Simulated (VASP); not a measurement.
Set up this calculation in VASP 6.6.1, as the native input.

* Task: single point
* Functional: PBE
* Potentials or basis: VASP PAW PBE potentials, release 64 (W_sv, N)
* Cutoff: 520 eV
* k mesh: 6 × 6 × 6
* Occupations: gaussian, width 0.1 eV
* Spin: no spin polarisation
* Dipole correction: no
* Further INCAR settings: ALGO = Normal; EDIFF = 1e-06; NBANDS = 34

The structure of W3N2 lies in POSCAR:

```
W3N2
1.0
    4.7325170700      0.0000000000      0.0000000000
   -2.3662585400      4.0984800100      0.0000000000
    0.0000000000      0.0000000000      3.6130573500
W N
3 2
Direct
    0.7515828600      0.0000000000      0.0000000000
    0.0000000000      0.7515828600      0.0000000000
    0.2484171400      0.2484171400      0.0000000000
    0.3333333300      0.6666666700      0.0000000000
    0.6666666700      0.3333333300      0.0000000000
```

The cell was built from a structure type or drawn by symmetry, and may not be a known phase.

One way to write it, as run:

INCAR

```
SYSTEM = W3N2
PREC = Accurate
ENCUT = 520
EDIFF = 1E-6
ISMEAR = 0
SIGMA = 0.1
LREAL = .False.
LASPH = .True.
NELM = 100
ALGO = Normal
ISIF = 2
LWAVE = .False.
LCHARG = .False.
GGA = PE
NBANDS = 34
```

KPOINTS

```
Automatic mesh
0
Gamma
  6 6 6
  0 0 0
```

Potentials or basis: VASP PAW PBE potentials, release 64 (W_sv, N).

Command:

```console
$ cat potpaw_PBE.64/W_sv/POTCAR potpaw_PBE.64/N/POTCAR > POTCAR
$ mpirun -np 1 vasp_std > vasp.out
```

It gave:

| Item | Value |
| --- | --- |
| Pressure | 111.1 GPa |
| Largest force | 17.159 eV/Å |
| Band gap on the k mesh | zero (bands 26 and 27 overlap by 2.37 eV) |

Caveat: the cell stands under pressure; spin-orbit coupling is left out, which moves the levels of the heavy elements; forces of over 1 eV/Å act on the atoms, so gaps and moduli don't describe the material at rest.

Run time: 100 s on 1 thread of Intel Xeon 8259CL, on a shared host, peak memory 0.21 GiB.
